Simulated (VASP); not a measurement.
# InGa5P6 (P4/mmm) in VASP: notebook

The runs below take InGa5P6 through single point, relaxation of cell and atoms, with PBE.

All numbers are computed with VASP 6.6.1; they aren't measurements. Logs are shortened: lines on timing, memory, paths and dates and some standing lists are left out, and cuts for length are marked.

**1. The cell of the first run**

Symmetry: P4/mmm, No. 123, tetragonal system. Conventional cell: a = 3.766 Å, b = 3.766 Å, c = 15.226 Å, α = 90.00°, β = 90.00°, γ = 90.00°. Within 3.5 Å of In (site symmetry 4/mmm) lie 6 P at 2.66 to 2.75 Å. Within 3.2 Å of Ga (site symmetry 4mm) lie 6 P at 2.42 to 2.66 Å. Ga (site symmetry 4/mmm) has 6 P at 2.41 to 2.66 Å within 3.2 Å. Within 3.4 Å of Ga (site symmetry 4mm) lie 6 P at 2.55 to 2.66 Å. P (site symmetry 4/mmm) has 6 Ga at 2.45 to 2.66 Å within 3.2 Å. P (site symmetry 4mm) has 6 Ga at 2.41 to 2.66 Å within 3.2 Å. P (site symmetry 4mm) has 5 Ga at 2.42 to 2.66 Å and 1 In at 2.75 Å within 3.2 Å. Within 3.5 Å of P (site symmetry 4/mmm) lie 2 Ga at 2.66 Å and 4 In at 2.66 Å.

**2. Single point, PBE**

File INCAR:

```
ALGO = Normal
EDIFF = 1E-6
ENCUT = 520
GGA = PE
ISIF = 2
ISMEAR = 0
LASPH = True
LCHARG = True
LELF = True
LREAL = False
LVHAR = True
LWAVE = False
NBANDS = 66
NELM = 80
PREC = Accurate
SIGMA = 0.1
```

File KPOINTS:

```
k-points
0
Gamma
  4 4 1
```

File POSCAR:

```
InGa5P6
1.0
    3.7656394618      0.0000000000      0.0000000000
    0.0000000000      3.7656394618      0.0000000000
    0.0000000000      0.0000000000     15.2261113622
In Ga P
1 5 6
Direct
    0.0000000000      0.0000000000      0.5000000000
    0.0000000000      0.0000000000      0.8394077754
    0.5000000000      0.5000000000      0.0000000000
    0.0000000000      0.0000000000      0.1605922246
    0.5000000000      0.5000000000      0.3255285601
    0.5000000000      0.5000000000      0.6744714399
    0.0000000000      0.0000000000      0.0000000000
    0.5000000000      0.5000000000      0.1581536756
    0.0000000000      0.0000000000      0.3195907700
    0.5000000000      0.5000000000      0.5000000000
    0.0000000000      0.0000000000      0.6804092300
    0.5000000000      0.5000000000      0.8418463244
```

Potentials or basis: VASP PAW PBE potentials, release 64 (In_d, Ga_d, P).

Run with:

```bash
cat potpaw_PBE.64/In_d/POTCAR potpaw_PBE.64/Ga_d/POTCAR potpaw_PBE.64/P/POTCAR > POTCAR
mpirun -np 1 vasp_std > vasp.out
```

OUTCAR:

```text
EDIFF = 1E-6
   ENCUT = 520
   GGA = PE
   ISIF = 2
   ISMEAR = 0
   LASPH = True
   LREAL = False
   NELM = 80
   PREC = Accurate

 ion  position               nearest neighbor table
   1  0.000  0.000  0.500-  10 2.66  10 2.66  10 2.66  10 2.66  11 2.75   9 2.75
   2  0.000  0.000  0.839-  11 2.42   7 2.45  12 2.66  12 2.66  12 2.66  12 2.66
   3  0.500  0.500  0.000-   8 2.41  12 2.41   7 2.66   7 2.66   7 2.66   7 2.66
   4  0.000  0.000  0.161-   9 2.42   7 2.45   8 2.66   8 2.66   8 2.66   8 2.66
   5  0.500  0.500  0.326-   8 2.55  10 2.66   9 2.66   9 2.66   9 2.66   9 2.66
   6  0.500  0.500  0.674-  12 2.55  10 2.66  11 2.66  11 2.66  11 2.66  11 2.66
   7  0.000  0.000  0.000-   2 2.45   4 2.45   3 2.66   3 2.66   3 2.66   3 2.66
   8  0.500  0.500  0.158-   3 2.41   5 2.55   4 2.66   4 2.66   4 2.66   4 2.66
   9  0.000  0.000  0.320-   4 2.42   5 2.66   5 2.66   5 2.66   5 2.66   1 2.75
  10  0.500  0.500  0.500-   5 2.66   6 2.66   1 2.66   1 2.66   1 2.66   1 2.66
  11  0.000  0.000  0.680-   2 2.42   6 2.66   6 2.66   6 2.66   6 2.66   1 2.75
  12  0.500  0.500  0.842-   3 2.41   6 2.55   2 2.66   2 2.66   2 2.66   2 2.66

  LATTYP: Found a simple tetragonal cell.
 ALAT       =     3.7656394618
 C/A-ratio  =     4.0434331318

  Lattice vectors:

 A1 = (   3.7656394618,   0.0000000000,   0.0000000000)
 A2 = (   0.0000000000,   3.7656394618,   0.0000000000)
 A3 = (   0.0000000000,   0.0000000000,  15.2261113622)

Analysis of symmetry for initial positions (statically):
=====================================================================
 Subroutine PRICEL returns:
 Original cell was already a primitive cell.

 Routine SETGRP: Setting up the symmetry group for a
 simple tetragonal supercell.

 Subroutine GETGRP returns: Found 16 space group operations
 (whereof 16 operations were pure point group operations)
 out of a pool of 16 trial point group operations.

The static configuration has the point symmetry D_4h.

Analysis of symmetry for dynamics (positions and initial velocities):
=====================================================================
 Subroutine PRICEL returns:
 Original cell was already a primitive cell.

 Routine SETGRP: Setting up the symmetry group for a
 simple tetragonal supercell.

 Subroutine GETGRP returns: Found 16 space group operations
 (whereof 16 operations were pure point group operations)
 out of a pool of 16 trial point group operations.

The dynamic configuration has the point symmetry D_4h.

 Subroutine INISYM returns: Found 16 space group operations
 (whereof 16 operations are pure point group operations),
 and found     1 'primitive' translations

----------------------------------------------------------------------------------------

                                     Primitive cell

  volume of cell :     215.9069

  direct lattice vectors                    reciprocal lattice vectors
     3.765639462  0.000000000  0.000000000     0.265559146  0.000000000  0.000000000
     0.000000000  3.765639462  0.000000000     0.000000000  0.265559146  0.000000000
     0.000000000  0.000000000 15.226111362     0.000000000  0.000000000  0.065676651

  length of vectors
     3.765639462  3.765639462 15.226111362     0.265559146  0.265559146  0.065676651

  position of ions in fractional coordinates (direct lattice)
     0.000000000  0.000000000  0.500000000
     0.000000000  0.000000000  0.839407775
     0.500000000  0.500000000  0.000000000
     0.000000000  0.000000000  0.160592225
     0.500000000  0.500000000  0.325528560
     0.500000000  0.500000000  0.674471440
     0.000000000  0.000000000  0.000000000
     0.500000000  0.500000000  0.158153676
     0.000000000  0.000000000  0.319590770
     0.500000000  0.500000000  0.500000000
     0.000000000  0.000000000  0.680409230
     0.500000000  0.500000000  0.841846324

  ion indices of the primitive-cell ions
   primitive index   ion index
                 1           1
                 2           2
                 3           3
                 4           4
[... 57 lines left out ...]
      4      -8.3231      2.00000
      5      -8.3177      2.00000
      6      -8.3169      2.00000
[... 58 lines left out ...]
     65      11.9119      0.00000
     66      12.0688      0.00000

 k-point     2 :       0.2500    0.0000    0.0000
  band No.  band energies     occupation
      1      -8.4310      2.00000
      2      -8.3917      2.00000
      3      -8.3327      2.00000
      4      -8.3316      2.00000
      5      -8.3101      2.00000
      6      -8.3094      2.00000
[... 58 lines left out ...]
     65      11.1641      0.00000
     66      11.3293      0.00000

 k-point     3 :       0.5000    0.0000    0.0000
  band No.  band energies     occupation
      1      -8.3837      2.00000
      2      -8.3724      2.00000
      3      -8.3480      2.00000
      4      -8.3451      2.00000
      5      -8.3144      2.00000
      6      -8.3106      2.00000
[... 58 lines left out ...]
     65       9.9425      0.00000
     66       9.9731      0.00000

 k-point     4 :       0.2500    0.2500    0.0000
  band No.  band energies     occupation
      1      -8.4258      2.00000
      2      -8.3853      2.00000
      3      -8.3704      2.00000
      4      -8.3585      2.00000
      5      -8.3104      2.00000
      6      -8.3048      2.00000
[... 58 lines left out ...]
     65      11.2888      0.00000
     66      11.2947      0.00000

 k-point     5 :       0.5000    0.2500    0.0000
  band No.  band energies     occupation
      1      -8.4336      2.00000
      2      -8.4130      2.00000
      3      -8.3969      2.00000
      4      -8.3676      2.00000
      5      -8.3190      2.00000
      6      -8.3117      2.00000
[... 58 lines left out ...]
     65      12.1904      0.00000
     66      12.2408      0.00000

 k-point     6 :       0.5000    0.5000    0.0000
  band No.  band energies     occupation
      1      -8.5314      2.00000
      2      -8.4639      2.00000
      3      -8.4399      2.00000
      4      -8.3686      2.00000
      5      -8.3454      2.00000
      6      -8.3146      2.00000
[... 58 lines left out ...]
     65      12.2406      0.00000
     66      12.2407      0.00000

------------------------ aborting loop because EDIFF is reached ----------------------------------------

  FORCE on cell =-STRESS in cart. coord.  units (eV):
  Direction    XX          YY          ZZ          XY          YZ          ZX
  --------------------------------------------------------------------------------------
  -------------------------------------------------------------------------------------
  Total       -0.2198112     -0.2198112      0.1665415      0.0000000      0.0000000      0.0000000
  in kB       -1.6311501     -1.6311501      1.2358521      0.0000000      0.0000000      0.0000000
  external PRESSURE =      -0.6754827 kB  Pullay stress =       0.0000000 kB

 VOLUME and BASIS-vectors are now :
 -----------------------------------------------------------------------------
  energy-cutoff  :      520.00
  volume of cell :      215.91
      direct lattice vectors                 reciprocal lattice vectors
     3.765639462  0.000000000  0.000000000     0.265559146  0.000000000  0.000000000
     0.000000000  3.765639462  0.000000000     0.000000000  0.265559146  0.000000000
     0.000000000  0.000000000 15.226111362     0.000000000  0.000000000  0.065676651

 POSITION                                       TOTAL-FORCE (eV/Angst)
 -----------------------------------------------------------------------------------
      0.00000      0.00000      7.61306        -0.000000      0.000000      0.000000
      0.00000      0.00000     12.78092        -0.000000      0.000000     -0.016180
      1.88282      1.88282      0.00000        -0.000000      0.000000      0.000000
      0.00000      0.00000      2.44520         0.000000      0.000000      0.016180
      1.88282      1.88282      4.95653        -0.000000     -0.000000      0.025791
      1.88282      1.88282     10.26958        -0.000000      0.000000     -0.025791
      0.00000      0.00000      0.00000        -0.000000      0.000000      0.000000
      1.88282      1.88282      2.40807        -0.000000     -0.000000     -0.006324
      0.00000      0.00000      4.86612        -0.000000      0.000000     -0.000458
      1.88282      1.88282      7.61306        -0.000000      0.000000      0.000000
      0.00000      0.00000     10.35999        -0.000000      0.000000      0.000458
      1.88282      1.88282     12.81805        -0.000000      0.000000      0.006324
 -----------------------------------------------------------------------------------
    total drift:                                0.000000      0.000000      0.000000

  FREE ENERGIE OF THE ION-ELECTRON SYSTEM (eV)
  ---------------------------------------------------
  free  energy   TOTEN  =       -48.7591331164 eV

  energy  without entropy=      -48.7224464938  energy(sigma->0) =      -48.74078981
```

It took 3.1 min on 1 thread of Intel Xeon Platinum 8259CL at 2.50GHz (Skylake/Cascade Lake), shared host; peak memory 0.32 GiB.

Results:

| Item | Value |
| --- | --- |
| Free energy | -48.7591 eV |
| Pressure | -0.1 GPa |
| Largest force | 0.026 eV/Å |
| Band gap on the k mesh | zero (bands 54 and 55 overlap by 2.00 eV) |

Forces on the atoms (eV/Å):
```
In   0.000  0.000  0.000
Ga   0.000  0.000 -0.016
Ga   0.000  0.000  0.000
Ga   0.000  0.000  0.016
Ga   0.000  0.000  0.026
Ga   0.000  0.000 -0.026
P    0.000  0.000  0.000
P    0.000  0.000 -0.006
P    0.000  0.000  0.000
P    0.000  0.000  0.000
P    0.000  0.000  0.000
P    0.000  0.000  0.006
```

Caveat: the k points lie up to 0.42 Å⁻¹ apart, too coarse for converged energies and pressures of a metal; spin-orbit coupling is left out, which moves the levels of the heavy elements.

**3. Single point, PBE**

This run uses another cell than the first one, of 19.87 Å³/atom.

File INCAR:

```
PREC     = Accurate       # precision mode
ENCUT    = 520            # plane-wave cutoff, eV
EDIFF    = 1E-6           # SCF threshold, eV
ISMEAR   = 0              # smearing method
SIGMA    = 0.1            # smearing width, eV
LREAL    = F              # projectors in reciprocal space
LASPH    = T              # aspherical terms in the spheres
NELM     = 100            # most SCF steps
ALGO     = Normal         # electronic algorithm
ISIF     = 2              # what is computed and relaxed
LWAVE    = F              # write WAVECAR
LCHARG   = T              # write CHGCAR
GGA      = PE             # functional
LELF     = T              # ELF
LVHAR    = T            
NBANDS   = 66             # bands
```

File KPOINTS:

```
Automatic mesh
0
Gamma
  4 4 1
```

File POSCAR:

```
InGa5P6
1.0
    3.8305040100      0.0000000000      0.0000000000
    0.0000000000      3.8305040100      0.0000000000
    0.0000000000      0.0000000000     16.2514521700
In Ga P
1 5 6
Direct
    0.0000000000      0.0000000000      0.5000000000
    0.0000000000      0.0000000000      0.8333333300
    0.5000000000      0.5000000000      0.0000000000
    0.0000000000      0.0000000000      0.1666666700
    0.5000000000      0.5000000000      0.3333333300
    0.5000000000      0.5000000000      0.6666666700
    0.0000000000      0.0000000000      0.0000000000
    0.5000000000      0.5000000000      0.1666666700
    0.0000000000      0.0000000000      0.3333333300
    0.5000000000      0.5000000000      0.5000000000
    0.0000000000      0.0000000000      0.6666666700
    0.5000000000      0.5000000000      0.8333333300
```

Potentials or basis: VASP PAW PBE potentials, release 64 (In_d, Ga_d, P).

Run with:

```bash
cat potpaw_PBE.64/In_d/POTCAR potpaw_PBE.64/Ga_d/POTCAR potpaw_PBE.64/P/POTCAR > POTCAR
mpirun -np 1 vasp_std > vasp.out
```

It took 3.3 min on 1 thread of Intel Xeon Platinum 8259CL at 2.50GHz (Skylake/Cascade Lake), shared host; peak memory 0.33 GiB.

It converged, with:

| Property | Result |
| --- | --- |
| Free energy | -47.8499 eV |
| Pressure | -6.6 GPa |
| Largest force | 0.519 eV/Å |
| Band gap on the k mesh | zero (bands 54 and 55 overlap by 2.36 eV) |

Forces on the atoms (eV/Å):
```
In   0.000  0.000  0.000
Ga   0.000  0.000  0.049
Ga   0.000  0.000  0.000
Ga   0.000  0.000 -0.049
Ga   0.000  0.000 -0.139
Ga   0.000  0.000  0.139
P    0.000  0.000  0.000
P    0.000  0.000 -0.039
P    0.000  0.000 -0.519
P    0.000  0.000  0.000
P    0.000  0.000  0.519
P    0.000  0.000  0.039
```

Stress tensor (GPa, compression positive):
```
-5.27  0.00  0.00
 0.00 -5.27  0.00
 0.00  0.00 -9.33
```

Levels at points of the mesh, in eV from the Fermi level:
```csv
k point,band 50,band 51,band 52,band 53,band 54,band 55,band 56,band 57,band 58,band 59
"(0.00, 0.00, 0.00)",-1.38,-0.88,-0.88,-0.80,-0.80,-0.13,-0.13,-0.13,0.17,2.19
"(0.50, 0.00, 0.00)",-0.19,-0.01,0.00,0.00,0.00,1.78,1.89,2.39,2.40,2.41
"(0.50, 0.50, 0.00)",-3.25,-3.25,-3.10,-2.36,-2.34,-2.34,-2.34,0.54,0.61,0.65
```

Caveat: the k points lie up to 0.41 Å⁻¹ apart, too coarse for converged energies and pressures of a metal; spin-orbit coupling is left out, which moves the levels of the heavy elements.

**4. Relaxation of cell and atoms, PBE**

This run uses another cell than the first one, of 19.87 Å³/atom.

File INCAR:

```
PREC = Accurate
ENCUT = 600
EDIFF = 1E-6
ISMEAR = 0
SIGMA = 0.1
LREAL = F
LASPH = T
NELM = 60
ALGO = Normal
ISIF = 3
LWAVE = F
LCHARG = F
GGA = PE
IBRION = 2
NSW = 90
EDIFFG = -0.04
```

File KPOINTS:

```
regular mesh
0
Gamma
  4 4 1
```

POSCAR is that of step 3.

Run with:

```bash
cat potpaw_PBE.64/In_d/POTCAR potpaw_PBE.64/Ga_d/POTCAR potpaw_PBE.64/P/POTCAR > POTCAR
mpirun -np 1 vasp_std > vasp.out
```

It took 46 min on 1 thread of Intel Xeon Platinum 8259CL at 2.50GHz (Skylake/Cascade Lake), shared host; peak memory 0.47 GiB.

It converged, with:

```
Free energy                           : -48.7628 eV
Relaxed volume                        : 17.96 Å³/atom
Relaxed cell                          : a = 3.763 Å, b = 3.763 Å, c = 15.219 Å, α = 90.00°, β = 90.00°, γ = 90.00°
Space group after relaxing (to 0.1 Å) : P4/mmm (No. 123)
Energy gained by relaxing             : 76.1 meV/atom
Ionic steps                           : 18
Pressure after relaxing               : 0.1 GPa
Largest force after relaxing          : 0.030 eV/Å
Band gap on the k mesh                : zero (bands 54 and 55 overlap by 2.01 eV)
```

Forces in eV/Å, atoms in the order of the input:
```
In   0.000  0.000  0.000
Ga   0.000  0.000 -0.014
Ga   0.000  0.000  0.000
Ga   0.000  0.000  0.014
Ga   0.000  0.000 -0.030
Ga   0.000  0.000  0.030
P    0.000  0.000  0.000
P    0.000  0.000  0.026
P    0.000  0.000  0.006
P    0.000  0.000  0.000
P    0.000  0.000 -0.006
P    0.000  0.000 -0.026
```

Stress tensor (GPa, compression positive):
```
-0.01  0.00  0.00
 0.00 -0.01  0.00
 0.00  0.00  0.23
```

Step by step:
| step | energy change (eV) | largest force (eV/Å) | pressure (GPa) | volume (Å³) |
| --- | --- | --- | --- | --- |
| 1 | 0.0000 | 0.5186 | -6.36 | 238.45 |
| 2 | -0.6599 | 0.7698 | 1.43 | 212.19 |
| 3 | -0.6612 | 0.7575 | 0.62 | 213.55 |
| 4 | -0.7569 | 0.6049 | 0.67 | 213.53 |
| 5 | -0.7783 | 0.3633 | 1.46 | 213.44 |
| 6 | -0.7812 | 0.4483 | 0.88 | 213.47 |
| 7 | -0.8351 | 0.3232 | -0.53 | 216.92 |
| 8 | -0.8414 | 0.3259 | -1.07 | 218.50 |
| 9 | -0.8863 | 0.2316 | -0.24 | 216.11 |
| 10 | -0.8976 | 0.1507 | 0.53 | 214.28 |
| 11 | -0.9109 | 0.0911 | 0.06 | 215.70 |
| 12 | -0.9111 | 0.0836 | -0.19 | 215.96 |
| 13 | -0.9111 | 0.0868 | 0.05 | 215.87 |
| 14 | -0.9111 | 0.0850 | -0.06 | 215.91 |
| 15 | -0.9123 | 0.0587 | 0.18 | 215.73 |
| 16 | -0.9127 | 0.0440 | 0.18 | 215.63 |
| 17 | -0.9129 | 0.0325 | 0.34 | 215.42 |
| 18 | -0.9129 | 0.0304 | 0.07 | 215.52 |

Final structure:
```cif
data_structure
_symmetry_space_group_name_H-M 'P 1'
_symmetry_Int_Tables_number 1
_cell_length_a 3.7631
_cell_length_b 3.7631
_cell_length_c 15.2192
_cell_angle_alpha 90.000
_cell_angle_beta 90.000
_cell_angle_gamma 90.000
_cell_volume 215.52
loop_
_atom_site_label
_atom_site_type_symbol
_atom_site_fract_x
_atom_site_fract_y
_atom_site_fract_z
_atom_site_occupancy
In1 In 0.00000 0.00000 0.50000 1
Ga1 Ga 0.00000 0.00000 0.83935 1
Ga2 Ga 0.50000 0.50000 0.00000 1
Ga3 Ga 0.00000 0.00000 0.16065 1
Ga4 Ga 0.50000 0.50000 0.32655 1
Ga5 Ga 0.50000 0.50000 0.67345 1
P1 P 0.00000 0.00000 0.00000 1
P2 P 0.50000 0.50000 0.15803 1
P3 P 0.00000 0.00000 0.31965 1
P4 P 0.50000 0.50000 0.50000 1
P5 P 0.00000 0.00000 0.68035 1
P6 P 0.50000 0.50000 0.84197 1
```

Levels at points of the mesh, in eV from the Fermi level:
```
           k point  band 50  band 51  band 52  band 53  band 54  band 55  band 56  band 57  band 58  band 59
(0.00, 0.00, 0.00)    -1.05    -0.99    -0.99    -0.71    -0.71    -0.41     0.24     0.24     1.19     3.30
(0.50, 0.00, 0.00)    -0.39    -0.14    -0.06    -0.05    -0.05     1.59     1.70     2.27     2.38     2.41
(0.50, 0.50, 0.00)    -3.32    -3.02    -2.81    -2.80    -2.62    -2.05    -2.05     0.81     1.16     1.47
```

Caveat: the k points lie up to 0.42 Å⁻¹ apart in the final cell, too coarse for converged energies and pressures of a metal; spin-orbit coupling is left out, which moves the levels of the heavy elements.

**5. Overview**

```csv
task,cell,cutoff (eV),gap on the mesh (eV),pressure (GPa),largest force (eV/Å)
single point,"a = 3.766, b = 3.766, c = 15.226 Å, 12 atoms, atomic positions A",520,none,-0.1,0.03
single point,"a = 3.831, b = 3.831, c = 16.251 Å, 12 atoms, atomic positions B",520,none,-6.6,0.52
relaxation of cell and atoms,"relaxed from a = 3.831, b = 3.831, c = 16.251 Å, 12 atoms, atomic positions B",600,none,0.1,0.03
```

Alike in all rows: level PBE; potentials or basis VASP PAW PBE potentials, release 64 (In_d, Ga_d, P); no spin polarisation; k mesh 4 × 4 × 1; smearing gaussian 0.1 eV.

Caveats: all runs use coarse meshes; spin-orbit coupling is left out, which moves the levels of the heavy elements.

Absolute energies hang on the potentials; compare differences alone.
